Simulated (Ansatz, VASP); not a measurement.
# Two plane-wave programs on CdI2

INCAR

```
ALGO     = Normal         # electronic algorithm
EDIFF    = 1E-6           # SCF threshold, eV
ENCUT    = 500            # plane-wave cutoff, eV
GGA      = PE             # functional
GGA_COMPAT= F            
ISIF     = 2              # what is computed and relaxed
ISMEAR   = 0              # smearing method
LASPH    = T              # aspherical terms in the spheres
LCHARG   = F              # write CHGCAR
LREAL    = F              # projectors in reciprocal space
LWAVE    = F              # write WAVECAR
NBANDS   = 20             # bands
NELM     = 120            # most SCF steps
PREC     = Accurate       # precision mode
SIGMA    = 0.01           # smearing width, eV
```

File KPOINTS:

```
k-points
0
Gamma
  3 3 2
```

Contents of POSCAR:

```
CdI2
1.0
    4.2440000000      0.0000000000      0.0000000000
   -2.1220000000      3.6754100000      0.0000000000
    0.0000000000      0.0000000000      6.8590000000
Cd I
1 2
Direct
    0.0000000000      0.0000000000      0.0000000000
    0.3333333333      0.6666666667      0.2492000000
    0.6666666667      0.3333333333      0.7508000000
```

Input for Ansatz:

```yaml
crystal:
  lattice:
    - [4.244, 0.0, 0.0]
    - [-2.122, 3.67541, 0.0]
    - [0.0, 0.0, 6.859]
  atoms:
    - { symbol: Cd, position: [0.0, 0.0, 0.0] }
    - { symbol: I, position: [0.3333333333333333, 0.6666666666666666, 0.2492] }
    - { symbol: I, position: [0.6666666666666666, 0.3333333333333333, 0.7508] }
kpoints:
  mp_grid:
    grid: [3, 3, 2]
hamiltonian:
  xc: pbe
scf:
  occupations:
    method: fixed
output:
  eigenvalues: true
```

Alike in both runs: task single point; functional PBE; k mesh 3 × 3 × 2; no spin polarisation.

|  | VASP | Ansatz |
| --- | --- | --- |
| version | VASP 6.6.1 | Ansatz 0.2.0 |
| potentials or method | VASP PAW PBE potentials, release 64 (Cd, I) | plane waves, PAW |
| plane-wave cutoff (eV) | 500 | 420 |
| occupations | gaussian, width 0.01 eV | fixed |
| valence electrons in the cell | 26 | 54 |

|  | VASP | Ansatz | Ansatz less VASP |
| --- | --- | --- | --- |
| gap on the k mesh at the Fermi level (eV) | 2.48 | 2.49 | +0.010 |

VASP's potentials hold 26 valence electrons a cell and Ansatz's 54, so a difference there can come from the potentials and not from the codes.

The k mesh is coarse, so the values compare programs but aren't converged. Spin-orbit coupling is off throughout.
